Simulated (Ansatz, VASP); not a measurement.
**LiF in VASP and in Ansatz**

Contents of INCAR:

```
  ALGO = Normal
  EDIFF = 1E-6
  ENCUT = 520
  ISIF = 2
  ISMEAR = 0
  LASPH = True
  LCHARG = False
  LREAL = False
  LWAVE = False
  NBANDS = 18
  NELM = 100
  PREC = Accurate
  SIGMA = 0.05
```

KPOINTS

```
k-points
0
Gamma
  9 9 6
```

POSCAR

```
LiF
1.0
    3.0609398175      0.0000000000      0.0000000000
   -1.5304699087      2.6508516414      0.0000000000
    0.0000000000      0.0000000000      4.7352147014
Li F
2 2
Direct
    0.3333333333      0.6666666667      0.3811542600
    0.6666666667      0.3333333333      0.8811542600
    0.3333333333      0.6666666667      0.9938437400
    0.6666666667      0.3333333333      0.4938437400
```

Input for Ansatz:

```yaml
crystal:
  lattice:
    - [3.0609398175, 0.0, 0.0]
    - [-1.5304699087, 2.6508516414, 0.0]
    - [0.0, 0.0, 4.7352147014]
  atoms:
    - { symbol: Li, position: [0.3333333333, 0.6666666667, 0.38115426] }
    - { symbol: Li, position: [0.6666666667, 0.3333333333, 0.88115426] }
    - { symbol: F, position: [0.3333333333, 0.6666666667, 0.99384374] }
    - { symbol: F, position: [0.6666666667, 0.3333333333, 0.49384374] }
basis:
  ecutwfc: 420
kpoints:
  mp_grid: { grid: [9, 9, 6] }
hamiltonian:
  xc: lda
scf:
  occupations: { method: gaussian, width: 0.05 }
output:
  forces: true
  stress: true
  eigenvalues: true
```

Change from the starting cell: strain +0.000 along x and y, -0.015 along z, atoms carried along.

Alike in both runs: task single point; functional LDA; k mesh 9 × 9 × 6; occupations gaussian, width 0.05 eV; no spin polarisation.

```csv
,VASP,Ansatz
version,VASP 6.6.1,Ansatz 0.2.0
potentials or method,"VASP PAW LDA potentials, release 64 (Li_sv, F), cutoff 520 eV","scalar-relativistic, plane waves, PAW"
valence electrons in the cell,20,20
```

```csv
,VASP,Ansatz,Ansatz less VASP
gap on the k mesh at the Fermi level (eV),7.65,7.67,+0.017
least direct gap on the mesh (eV),7.65,7.67,+0.017
rms of the force components (eV/Å),0.032,0.030,-0.0016
```

LDA's correlation is that of Perdew and Zunger in VASP and of Perdew and Wang (1992) in Ansatz. Atom by atom the forces differ by 0.002 eV/Å (rms over components).

Noted on VASP's run: the cutoff is under 1.25 times that of the potentials, so the pressure is a little rough.
